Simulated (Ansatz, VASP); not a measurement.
# Two plane-wave programs on SnO

```
Sn O
1.0
     3.40533    0.00000    0.00000
     0.00000    5.75922    0.00000
     0.00000    0.00000    4.22197
Sn O
2 2
Direct
  0.00000 0.23191 0.51314
  0.50000 0.76809 0.01314
  0.00000 0.89125 0.73686
  0.50000 0.10875 0.23686
```

Change from the starting cell: strain +0.0150 x Voigt [1, 1, 0, 0, 0, 0], atoms carried along.

Alike in both runs: task single point; functional PBE; dispersion D3(BJ); k mesh 8 × 6 × 6; occupations gaussian, width 0.05 eV; no spin polarisation.

|  | VASP | Ansatz |
| --- | --- | --- |
| version | VASP 6.6.1 | Ansatz 0.2.0 |
| potentials or method | VASP PAW PBE potentials, release 64 (Sn_d, O), cutoff 520 eV | scalar-relativistic, plane waves, PAW |
| valence electrons in the cell | 40 | 40 |

|  | VASP | Ansatz | Ansatz less VASP |
| --- | --- | --- | --- |
| gap on the k mesh at the Fermi level (eV) | 1.44 | 1.45 | +0.011 |
| least direct gap on the mesh (eV) | 2.13 | 2.14 | +0.010 |
| pressure (GPa) | -3.3 | -3.5 | -0.18 |
| traceless stress, the component that is largest in VASP (GPa) | -0.56 | -0.60 | -0.039 |
| rms of the force components (eV/Å) | 0.197 | 0.227 | +0.0299 |

Atom by atom the forces differ by 0.031 eV/Å (rms over components).
